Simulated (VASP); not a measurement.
A run of VASP 6.6.1:

Contents of INCAR:

```
  ALGO = Fast
  EDIFF = 1E-7
  ENCUT = 520
  GGA = PS
  ISIF = 2
  ISMEAR = 0
  LASPH = True
  LCHARG = False
  LREAL = False
  LWAVE = False
  NBANDS = 18
  NELM = 100
  PREC = Accurate
  SIGMA = 0.1
```

The input KPOINTS:

```
k-points
0
Gamma
  16 16 16
```

POSCAR

```
Ta
1.0
    3.2804820868      0.0000000000      0.0000000000
    0.0000000000      3.2804820868      0.0000000000
    0.0000000000      0.0000000000      3.2148724451
Ta
2
Direct
    0.0000000000      0.0000000000      0.0000000000
    0.5000000000      0.5000000000      0.5000000000
```

Potentials or basis: VASP PAW PBE potentials, release 64 (Ta_pv).

Launch:

```sh
$ cat potpaw_PBE.64/Ta_pv/POTCAR > POTCAR
$ mpirun -np 1 vasp_std > vasp.out
```

Hardware: 1 thread of Intel Xeon 8259CL, on a shared host.

Estimate the wall time of this run.

It took 7.7 min on 1 thread of Intel Xeon 8259CL (shared host), peak memory 0.3 GiB. Counts: scf iterations 16, k points 405.
